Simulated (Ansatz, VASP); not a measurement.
# TaN in VASP and in Ansatz

File INCAR:

```
ALGO     = Normal         # electronic algorithm
EDIFF    = 1E-6           # SCF threshold, eV
ENCUT    = 520            # plane-wave cutoff, eV
GGA      = PS             # functional
ISIF     = 2              # what is computed and relaxed
ISMEAR   = 0              # smearing method
LASPH    = True           # aspherical terms in the spheres
LCHARG   = False          # write CHGCAR
LREAL    = False          # projectors in reciprocal space
LWAVE    = False          # write WAVECAR
NBANDS   = 15             # bands
NELM     = 60             # most SCF steps
PREC     = Accurate       # precision mode
SIGMA    = 0.15           # smearing width, eV
```

The input KPOINTS:

```
k-points
0
Gamma
  18 18 16
```

Contents of POSCAR:

```
TaN
1.0
    2.9606000000      0.0000000000      0.0000000000
   -1.4803000000      2.5639548105      0.0000000000
    0.0000000000      0.0000000000      2.9425000000
Ta N
1 1
Direct
    0.3333333333      0.6666666667      0.5000000000
    0.0000000000      0.0000000000      0.0000000000
```

Input for Ansatz:

```yaml
crystal:
  lattice:
    - [2.9606, 0.0, 0.0]
    - [-1.4803, 2.5639548105, 0.0]
    - [0.0, 0.0, 2.9425]
  atoms:
    - { symbol: Ta, position: [0.3333333333, 0.6666666667, 0.5] }
    - { symbol: "N", position: [0.0, 0.0, 0.0] }
basis:
  ecutwfc: 520.0
kpoints:
  mp_grid: { grid: [18, 18, 16] }
hamiltonian:
  xc: pbesol
scf:
  occupations: { method: gaussian, width: 0.15 }
output:
  forces: true
  stress: true
  eigenvalues: true
```

Alike in both runs: task single point; functional PBEsol; k mesh 18 × 18 × 16; occupations gaussian, width 0.15 eV; no spin polarisation.

|  | VASP | Ansatz |
| --- | --- | --- |
| version | VASP 6.6.1 | Ansatz 0.2.0 |
| potentials or method | VASP PAW PBE potentials, release 64 (Ta_pv, N), cutoff 520 eV | scalar-relativistic, plane waves, PAW |
| valence electrons in the cell | 16 | 18 |

```csv
,VASP,Ansatz,Ansatz less VASP
gap on the k mesh at the Fermi level (eV),none,none,-
pressure (GPa),-15.8,-16.4,-0.62
"traceless stress, the component that is largest in VASP (GPa)",-5.94,-6.05,-0.109
```

VASP's potentials were made for PBE, not for PBEsol. A gap of «none» marks a metal or a gap that the smearing closes. VASP's potentials hold 16 valence electrons a cell and Ansatz's 18, so a difference there can come from the potentials and not from the codes.

Spin-orbit coupling is off throughout.
